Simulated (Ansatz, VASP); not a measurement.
One calculation of SrCl2, two programs

```xyz
3
Lattice="0.0000 3.4977 3.4977 3.4977 0.0000 3.4977 3.4977 3.4977 0.0000" Properties=species:S:1:pos:R:3 pbc="T T T"
Sr    0.0000    0.0000    0.0000
Cl    1.7488    1.7488    1.7488
Cl    5.2465    5.2465    5.2465
```

Alike in both runs: task single point; functional PBE-based global hybrid with a share of 0.75 of exact exchange; k mesh 4 × 4 × 4; no spin polarisation.

|  | VASP | Ansatz |
| --- | --- | --- |
| version | VASP 6.6.1 | Ansatz 0.2.0 |
| potentials or method | VASP PAW PBE potentials, release 64 (Sr_sv, Cl) | plane waves |
| plane-wave cutoff (eV) | 520 | 420 |
| occupations | gaussian, width 0.01 eV | fixed |
| valence electrons in the cell | 24 | 24 |

|  | VASP | Ansatz | Ansatz less VASP |
| --- | --- | --- | --- |
| gap on the k mesh at the Fermi level (eV) | 11.49 | 11.48 | -0.010 |
| pressure (GPa) | -1.1 | -1.0 | +0.07 |

VASP's potentials were made for PBE, not for PBE-based global hybrid. Ansatz's warnings: stress exchange threshold loose, stress scf threshold loose.
